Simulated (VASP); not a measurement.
Runs of VASP 6.6.1 on NaW. The structure is that of space group P6/mmm (No. 191), or close to it. The cells are those of the table. The cell was generated, and may not be a known phase.

| task | cell | k mesh | cutoff (eV) | gap on the mesh (eV) | pressure (GPa) | relaxed volume (Å³/atom) |
| --- | --- | --- | --- | --- | --- | --- |
| single point | a = 2.668, b = 2.668, c = 6.717 Å, angles 90.0, 90.0, 120.0°, 2 atoms | 6 × 6 × 4 | 520 | none | 4.6 | - |
| relaxation of cell and atoms | relaxed from a = 2.760, b = 2.760, c = 5.929 Å, angles 90.0, 90.0, 120.0°, 2 atoms | 24 × 24 × 10 | 600 | none | 0.1 | 19.53 |
| single point | a = 2.760, b = 2.760, c = 5.929 Å, angles 90.0, 90.0, 120.0°, 2 atoms | 6 × 6 × 4 | 520 | none | 0.1 | - |
| relaxation of cell and atoms | relaxed from a = 2.668, b = 2.668, c = 6.717 Å, angles 90.0, 90.0, 120.0°, 2 atoms | 6 × 6 × 4 | 600 | none | 0.0 | 19.57 |
| single point | a = 2.754, b = 2.754, c = 5.938 Å, angles 90.0, 90.0, 120.0°, 2 atoms | 24 × 24 × 10 | 520 | none | (a) | - |

Alike in all rows: level PBE; potentials or basis VASP PAW PBE potentials, release 64 (Na_pv, W_sv); no spin polarisation; smearing gaussian 0.1 eV.

Task: Estimate the missing entries.

Result: (a) 0.2.

Caveats: some runs use coarse meshes; spin-orbit coupling is left out, which moves the levels of the heavy elements.

A k mesh can miss the band edges, and the runs leave out spin-orbit coupling on W.

A gap of «none» marks levels without a gap at the run's occupations.
